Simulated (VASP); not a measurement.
Ga2O3, 10 atoms in the cell. It takes space group R-3c (No. 167, trigonal). The conventional cell has a = 4.974 Å, b = 4.974 Å, c = 13.577 Å, α = 90.00°, β = 90.00°, γ = 120.00°. Within 2.6 Å of Ga (site symmetry 3) lie 6 O at 1.94 to 2.06 Å. O (site symmetry 2) has 4 Ga at 1.94 to 2.06 Å and 12 O at 2.64 to 3.00 Å within 3.0 Å. 

```yaml
Program: VASP 6.6.1
Task: relaxation of cell and atoms
Functional: PBE
Potentials_or_basis: VASP PAW PBE potentials, release 64 (Ga_d, O)
Cutoff: 600 eV
k_mesh: 6 × 6 × 6
Occupations: gaussian, width 0.1 eV
Spin: no spin polarisation
Dipole_correction: no
Further_INCAR_settings: ALGO = Normal; EDIFF = 1e-07; IBRION = 2; EDIFFG = -0.05; NSW = 100; ISIF = 3
```

Potentials or basis: VASP PAW PBE potentials, release 64 (Ga_d, O).

Run with:

```bash
$ cat potpaw_PBE.64/Ga_d/POTCAR potpaw_PBE.64/O/POTCAR > POTCAR
$ mpirun -np 1 vasp_std > vasp.out
```

Hardware: 1 thread of Intel Xeon 8259CL, with other jobs on the host.

Problem. How long does it take, and how much memory?

Solution. It took 33 min on 1 thread of Intel Xeon 8259CL, on a shared host, peak memory 0.43 GiB. Counts: scf iterations 54, k points 32, ion steps 5.
